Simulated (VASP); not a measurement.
# Ge in VASP: further runs

The runs below take Ge through single point, with LDA.

Everything below comes from runs of VASP 6.6.1. Logs are shortened: lines on timing, memory, paths and dates and some standing lists are left out, and cuts for length are marked.

## (1) The cell of the first run

The cell holds a slab with vacuum, 2 atoms: a = 3.704 Å, b = 3.704 Å, c = 28.000 Å, α = 90.00°, β = 90.00°, γ = 120.00°.

## (2) Single point, LDA

Contents of INCAR:

```
SYSTEM = Ge
PREC = Accurate
ENCUT = 520
EDIFF = 1E-6
ISMEAR = 0
SIGMA = 0.1
LREAL = .FALSE.
LASPH = .TRUE.
NELM = 80
ALGO = Normal
ISIF = 2
LWAVE = .FALSE.
LCHARG = .FALSE.
LDIPOL = .TRUE.
IDIPOL = 3
DIPOL = 0.5 0.5 0.500
NBANDS = 21
```

Contents of KPOINTS:

```
regular mesh
0
G
  12 12 1
  0 0 0
```

Contents of POSCAR:

```
Ge
1.0
    3.7040000000      0.0000000000      0.0000000000
   -1.8520000000      3.2077580956      0.0000000000
    0.0000000000      0.0000000000     28.0000000000
Ge
2
Direct
    0.3333333333      0.6666666667      0.5000000000
    0.6666666667      0.3333333333      0.5000000000
```

Potentials or basis: VASP PAW LDA potentials, release 64 (Ge_d).

Run with:

```sh
cat potpaw_LDA.64/Ge_d/POTCAR > POTCAR
mpirun -np 1 vasp_std > vasp.out
```

OUTCAR:

```text
SYSTEM = Ge
   PREC = Accurate
   ENCUT = 520
   EDIFF = 1E-6
   ISMEAR = 0
   LREAL = .FALSE.
   LASPH = .TRUE.
   NELM = 80
   ISIF = 2

 ion  position               nearest neighbor table
   1  0.333  0.667  0.500-   2 2.14   2 2.14   2 2.14
   2  0.667  0.333  0.500-   1 2.14   1 2.14   1 2.14

  LATTYP: Found a hexagonal cell.
 ALAT       =     3.7040000000
 C/A-ratio  =     7.5593952484

  Lattice vectors:

 A1 = (   3.7040000000,   0.0000000000,   0.0000000000)
 A2 = (  -1.8520000000,   3.2077580956,   0.0000000000)
 A3 = (   0.0000000000,   0.0000000000,  28.0000000000)

Analysis of symmetry for initial positions (statically):
=====================================================================
 Subroutine PRICEL returns:
 Original cell was already a primitive cell.

 Routine SETGRP: Setting up the symmetry group for a
 hexagonal supercell.

 Subroutine GETGRP returns: Found 24 space group operations
 (whereof 24 operations were pure point group operations)
 out of a pool of 24 trial point group operations.

The static configuration has the point symmetry D_6h.

Analysis of symmetry for dynamics (positions and initial velocities):
=====================================================================
 Subroutine PRICEL returns:
 Original cell was already a primitive cell.

 Routine SETGRP: Setting up the symmetry group for a
 hexagonal supercell.

 Subroutine GETGRP returns: Found 24 space group operations
 (whereof 24 operations were pure point group operations)
 out of a pool of 24 trial point group operations.

The dynamic configuration has the point symmetry D_6h.

 Subroutine INISYM returns: Found 24 space group operations
 (whereof 24 operations are pure point group operations),
 and found     1 'primitive' translations

----------------------------------------------------------------------------------------

                                     Primitive cell

  volume of cell :     332.6830

  direct lattice vectors                    reciprocal lattice vectors
     3.704000000  0.000000000  0.000000000     0.269978402  0.155872103  0.000000000
    -1.852000000  3.207758096  0.000000000     0.000000000  0.311744206  0.000000000
     0.000000000  0.000000000 28.000000000     0.000000000  0.000000000  0.035714286

  length of vectors
     3.704000000  3.704000000 28.000000000     0.311744206  0.311744206  0.035714286

  position of ions in fractional coordinates (direct lattice)
     0.333333333  0.666666667  0.500000000
     0.666666667  0.333333333  0.500000000

  ion indices of the primitive-cell ions
   primitive index   ion index
                 1           1
                 2           2

----------------------------------------------------------------------------------------

 KPOINTS: regular mesh

Automatic generation of k-mesh.
 Grid dimensions read from file:
 generate k-points for:   12   12    1

 Generating k-lattice:

  Cartesian coordinates                     Fractional coordinates (reciprocal lattice)
     0.022498200  0.012989342  0.000000000     0.083333333  0.000000000  0.000000000
     0.000000000  0.025978684  0.000000000     0.000000000  0.083333333  0.000000000
     0.000000000  0.000000000  0.035714286     0.000000000  0.000000000  1.000000000

  Length of vectors
     0.025978684  0.025978684  0.035714286

  Shift w.r.t. Gamma in fractional coordinates (k-lattice)
     0.000000000  0.000000000  0.000000000

 Subroutine IBZKPT returns following result:
 ===========================================

 Found     19 irreducible k-points:

 Following reciprocal coordinates:
            Coordinates               Weight
  0.000000  0.000000  0.000000      1.000000
  0.083333  0.000000  0.000000      6.000000
  0.166667  0.000000  0.000000      6.000000
  0.250000  0.000000  0.000000      6.000000
  0.333333 -0.000000  0.000000      6.000000
  0.416667  0.000000  0.000000      6.000000
[... 11 lines left out ...]
  0.333333  0.250000  0.000000     12.000000
  0.333333  0.333333  0.000000      2.000000
   k-points           NKPTS =     19   k-points in BZ     NKDIM =     19   number of bands    NBANDS=     21
   number of dos      NEDOS =    301   number of ions     NIONS =      2
   total plane-waves  NPLWV = 164640
   dimension x,y,z NGX =    28 NGY =   28 NGZ =  210
   dimension x,y,z NGXF=    56 NGYF=   56 NGZF=  420
   ions per type =               2
   NGX,Y,Z   is equivalent  to a cutoff of  12.57, 12.57, 12.47 a.u.
   NGXF,Y,Z  is equivalent  to a cutoff of  25.13, 25.13, 24.94 a.u.
 SYSTEM =  Ge
   PREC   = accura    normal or accurate (medium, high low for compatibility)
   ISTART =      0    job   : 0-new  1-cont  2-samecut
   ICHARG =      2    charge: 1-file 2-atom 10-const
   ISPIN  =      1    spin polarized calculation?
   LNONCOLLINEAR =      F non collinear calculations
   LSORBIT =      F    spin-orbit coupling
   LASPH  =      T    aspherical Exc in radial PAW
   ENCUT  =  520.0 eV  38.22 Ry    6.18 a.u.   6.89  6.89 52.06*2*pi/ulx,y,z
   NELM   =     80;   NELMIN=  2; NELMDL= -5     # of ELM steps
   EDIFF  = 0.1E-05   stopping-criterion for ELM
   LREAL  =      F    real-space projection
   EDIFFG = 0.1E-04   stopping-criterion for IOM
   NSW    =      0    number of steps for IOM
   IBRION =     -1    ionic relax: 0-MD 1-quasi-New 2-CG
   NFREE  =      0    steps in history (QN), initial steepest desc. (CG)
   ISIF   =      2    stress and relaxation
   ISYM   =      2    0-nonsym 1-usesym 2-fastsym
   POTIM  = 0.5000    time-step for ionic-motion
   TEBEG  =    0.0;   TEEND  =   0.0 temperature during run
   PSTRESS=    0.0 pullay stress
   NELECT =      28.0000    total number of electrons
   NUPDOWN=      -1.0000    fix difference up-down
   EMIN   =  10.00;   EMAX   =-10.00  energy-range for DOS
   EFERMI =   0.00;   METHOD = LEGACY
   ISMEAR =     0;   SIGMA  =   0.10  broadening in eV -4-tet -1-fermi 0-gaus
   EFERMI_NEDOS =   21; number of points for ismear=-14 and -15
   IALGO  =     38    algorithm
   IMIX   =      4    mixing-type and parameters
     AMIX     =   0.40;   BMIX     =  1.00
     AMIX_MAG =   1.60;   BMIX_MAG =  1.00
  volume/ion in A,a.u.               =     166.34      1122.53
  Fermi-wavevector in a.u.,A,eV,Ry     =   0.717437  1.355760  7.003141  0.514716
  Thomas-Fermi vector in A             =   1.806117
   LORBIT       =      0    0 simple, 1 ext, 2 COOP (PROOUT), +10 PAW based schemes
   GGA     = CA    functional components
   LHFCALC =     F    Hartree Fock is set to
   AEXX    =    0.0000 exact exchange contribution
   IVDW    =     0    specifies the selected vdW correction
   LEPSILON=     F    determine dielectric tensor
   LRPA    =     F    only Hartree local field effects (RPA)
 non-spin polarized calculation
 Gauss-broadening in eV      SIGMA  =   0.10
  energy-cutoff  :      520.00
  volume of cell :      332.68
 maximum number of plane-waves:      9002
 NGX is ok and might be reduce to    28
   NGX = 13   NGY = 13   NGZ =105

 dipolmoment           0.000000      0.000000      0.000000 electrons x Angstroem

 number of electron      27.9999981 magnetization

 dipolmoment           0.000000      0.000000     -0.000000 electrons x Angstroem

 Free energy of the ion-electron system (eV)
  ---------------------------------------------------
  ext. energy  EPLUGINS =         0.00000000
  ---------------------------------------------------
  free energy    TOTEN  =        -8.32714078 eV

  energy without entropy =       -8.32557358  energy(sigma->0) =       -8.32635718

 E-fermi :  -3.2245     XC(G=0):  -1.7631

 val. band max:       -3.2244955924   @ k =   0.3333   0.3333   0.0000
 cond. band min:      -3.2244955827   @ k =   0.3333   0.3333   0.0000
 fundamental gap:      0.0000000096
 Fermi energy:        -3.2244955872

 k-point     1 :       0.0000    0.0000    0.0000
  band No.  band energies     occupation
      1     -28.7549      2.00000
      2     -28.6741      2.00000
      3     -28.6741      2.00000
      4     -28.5836      2.00000
      5     -28.5836      2.00000
      6     -28.3705      2.00000
[... 13 lines left out ...]
     20       1.2631      0.00000
     21       1.6657      0.00000

 k-point     2 :       0.0833    0.0000    0.0000
  band No.  band energies     occupation
      1     -28.7584      2.00000
      2     -28.7012      2.00000
      3     -28.6942      2.00000
      4     -28.5863      2.00000
      5     -28.5801      2.00000
      6     -28.3457      2.00000
[... 13 lines left out ...]
     20       1.3647      0.00000
     21       1.7664      0.00000

 k-point     3 :       0.1667    0.0000    0.0000
  band No.  band energies     occupation
      1     -28.7863      2.00000
      2     -28.7583      2.00000
      3     -28.7161      2.00000
      4     -28.5933      2.00000
      5     -28.5699      2.00000
      6     -28.2973      2.00000
[... 13 lines left out ...]
     20       2.0634      0.00000
     21       2.2608      0.00000

 k-point     4 :       0.2500    0.0000    0.0000
  band No.  band energies     occupation
      1     -28.8392      2.00000
      2     -28.8170      2.00000
      3     -28.7138      2.00000
      4     -28.6025      2.00000
      5     -28.5545      2.00000
      6     -28.2833      2.00000
[... 13 lines left out ...]
     20       2.5720      0.00000
     21       2.7649      0.00000

 k-point     5 :       0.3333   -0.0000    0.0000
  band No.  band energies     occupation
      1     -28.8875      2.00000
      2     -28.8642      2.00000
      3     -28.7053      2.00000
      4     -28.6113      2.00000
      5     -28.5368      2.00000
      6     -28.3052      2.00000
[... 13 lines left out ...]
     20       3.2697      0.00000
     21       3.4715      0.00000
[... 262 lines left out ...]
     20       4.8519      0.00000
     21       5.1388      0.00000

 k-point    17 :       0.2500    0.2500    0.0000
  band No.  band energies     occupation
      1     -28.9986      2.00000
      2     -28.7925      2.00000
      3     -28.7296      2.00000
      4     -28.6313      2.00000
      5     -28.4874      2.00000
      6     -28.3560      2.00000
[... 13 lines left out ...]
     20       3.8363      0.00000
     21       4.0014      0.00000

 k-point    18 :       0.3333    0.2500    0.0000
  band No.  band energies     occupation
      1     -29.0224      2.00000
      2     -28.7863      2.00000
      3     -28.7335      2.00000
      4     -28.6370      2.00000
      5     -28.4602      2.00000
      6     -28.3840      2.00000
[... 13 lines left out ...]
     20       4.7862      0.00000
     21       5.0122      0.00000

 k-point    19 :       0.3333    0.3333    0.0000
  band No.  band energies     occupation
      1     -29.0341      2.00000
      2     -28.7573      2.00000
      3     -28.7573      2.00000
      4     -28.6401      2.00000
      5     -28.4221      2.00000
      6     -28.4221      2.00000
[... 13 lines left out ...]
     20       4.7121      0.00000
     21       4.7121      0.00000

------------------------ aborting loop because EDIFF is reached ----------------------------------------

 vacuum level on the upper side and lower side of the slab       (xc-potential included)        -0.007        -0.007

  FORCE on cell =-STRESS in cart. coord.  units (eV):
  Direction    XX          YY          ZZ          XY          YZ          ZX
  --------------------------------------------------------------------------------------
  -------------------------------------------------------------------------------------
  Total        8.8973643      8.8973643     -0.0132524      0.0000000      0.0000000      0.0000000
  in kB       42.8490637     42.8490637     -0.0638225      0.0000000      0.0000000      0.0000000
  external PRESSURE =      28.5447683 kB  Pullay stress =       0.0000000 kB

 VOLUME and BASIS-vectors are now :
 -----------------------------------------------------------------------------
  energy-cutoff  :      520.00
  volume of cell :      332.68
      direct lattice vectors                 reciprocal lattice vectors
     3.704000000  0.000000000  0.000000000     0.269978402  0.155872103  0.000000000
    -1.852000000  3.207758096  0.000000000     0.000000000  0.311744206  0.000000000
     0.000000000  0.000000000 28.000000000     0.000000000  0.000000000  0.035714286

 POSITION                                       TOTAL-FORCE (eV/Angst)
 -----------------------------------------------------------------------------------
     -0.00000      2.13851     14.00000         0.000000      0.000000     -0.000000
      1.85200      1.06925     14.00000        -0.000000      0.000000      0.000000
 -----------------------------------------------------------------------------------
    total drift:                                0.000000      0.000000     -0.000000

  FREE ENERGIE OF THE ION-ELECTRON SYSTEM (eV)
  ---------------------------------------------------
  free  energy   TOTEN  =        -8.3271407771 eV

  energy  without entropy=       -8.3255735838  energy(sigma->0) =       -8.32635718

 vacuum level on the upper side and lower side of the slab         1.240         1.240
```

It took 5.4 min on 1 thread of AMD EPYC 7R43 (Zen 3), shared host; peak memory 0.31 GiB.

What came out:

| Item | Value |
| --- | --- |
| Free energy | -8.3271 eV |
| Band gap on the k mesh | zero (filled and empty bands touch) |

## (3) Single point, LDA

This run uses another cell than the first one, of 172.14 Å³/atom, 1.035 times its volume.

Contents of INCAR:

```
SYSTEM = Ge
PREC     = Accurate       ! precision mode
ENCUT    = 520            ! plane-wave cutoff, eV
EDIFF    = 1E-7           ! SCF threshold, eV
ISMEAR   = 0              ! smearing method
SIGMA    = 0.1            ! smearing width, eV
LREAL    = .False.        ! projectors in reciprocal space
LASPH    = .True.         ! aspherical terms in the spheres
NELM     = 100            ! most SCF steps
ALGO     = Normal         ! electronic algorithm
ISIF     = 2              ! what is computed and relaxed
LWAVE    = .False.        ! write WAVECAR
LCHARG   = .True.         ! write CHGCAR
LDIPOL   = .True.       
IDIPOL   = 3            
DIPOL    = 0.5 0.5 0.500
GGA      = CA             ! functional
LELF     = .True.         ! ELF
LVHAR    = .True.       
LVACPOTAV= .True.       
NBANDS   = 21             ! bands
```

Contents of KPOINTS:

```
Automatic mesh
0
Gamma
  12 12 1
  0 0 0
```

Contents of POSCAR:

```
Ge
1.0
    3.7680000000      0.0000000000      0.0000000000
   -1.8840000000      3.2631837215      0.0000000000
    0.0000000000      0.0000000000     28.0000000000
Ge
2
Direct
    0.3333333333      0.6666666667      0.5000000000
    0.6666666667      0.3333333333      0.5000000000
```

Potentials or basis: VASP PAW LDA potentials, release 64 (Ge_d).

Run with:

```sh
cat potpaw_LDA.64/Ge_d/POTCAR > POTCAR
mpirun -np 1 vasp_std > vasp.out
```

It took 3.6 min on 1 thread of AMD EPYC 7R43 (Zen 3), shared host; peak memory 0.32 GiB.

The run converged. Its results:

- Free energy: -8.5894 eV
- Band gap on the k mesh: zero (filled and empty bands touch)
- Work function of the upper face: 4.51 eV
- Work function of the lower face: 4.51 eV

Levels at points of the mesh, in eV from the Fermi level:
```
           k point  band 10  band 11  band 12  band 13  band 14  band 15  band 16  band 17  band 18  band 19
(0.00, 0.00, 0.00)   -25.00   -13.30    -3.74    -1.42    -1.42     0.89     2.93     3.72     3.72     4.23
(0.50, 0.00, 0.00)   -24.89   -10.78    -8.89    -3.41    -1.20     0.85     0.89     6.17     6.52     7.18
```
